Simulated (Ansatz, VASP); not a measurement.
**One calculation of TlCl, two programs**

File INCAR:

```
SYSTEM = TlCl
PREC = Accurate
ENCUT = 500
EDIFF = 1E-6
ISMEAR = 0
SIGMA = 0.05
LREAL = .False.
LASPH = .True.
NELM = 200
ALGO = Normal
ISIF = 2
LWAVE = .False.
LCHARG = .True.
MAGMOM = 0 0 0 0 0 0
LORBIT = 11
LSORBIT = .True.
GGA_COMPAT = .False.
LORBMOM = .True.
GGA = PE
LVHAR = .True.
NBANDS = 32
```

Contents of KPOINTS:

```
Automatic mesh
0
Gamma
  6 6 6
  0 0 0
```

The input POSCAR:

```
TlCl
1.0
    3.8339977844      0.0000000000      0.0000000000
    0.0000000000      3.8339977844      0.0000000000
    0.0000000000      0.0000000000      3.8339977844
Tl Cl
1 1
Direct
    0.0000000000      0.0000000000      0.0000000000
    0.5000000000      0.5000000000      0.5000000000
```

Input for Ansatz:

```yaml
crystal:
  lattice:
    - [3.8339977844, 0.0, 0.0]
    - [0.0, 3.8339977844, 0.0]
    - [0.0, 0.0, 3.8339977844]
  atoms:
    - { symbol: Tl, position: [0.0, 0.0, 0.0] }
    - { symbol: Cl, position: [0.5, 0.5, 0.5] }
basis:
  ecutwfc: 420
  ecutrho_ratio: 4
kpoints:
  mp_grid: { grid: [6, 6, 6] }
hamiltonian:
  xc: pbe
scf:
  occupations: { method: gaussian, width: 0.05 }
output:
  forces: true
  stress: true
  eigenvalues: true
  populations: true
  topological_invariants: true
magnetization:
  noncollinear: true
  spin_orbit: true
```

Alike in both runs: task single point; functional PBE; k mesh 6 × 6 × 6; occupations gaussian, width 0.05 eV; non-collinear spin, spin-orbit coupling.

|  | VASP | Ansatz |
| --- | --- | --- |
| version | VASP 6.6.1 | Ansatz 0.2.0 |
| potentials or method | VASP PAW PBE potentials, release 64 (Tl_d, Cl), cutoff 500 eV | plane waves, PAW |
| valence electrons in the cell | 20 | 20 |

```csv
,VASP,Ansatz,Ansatz less VASP
pressure (GPa),1.1,1.1,+0.04
```
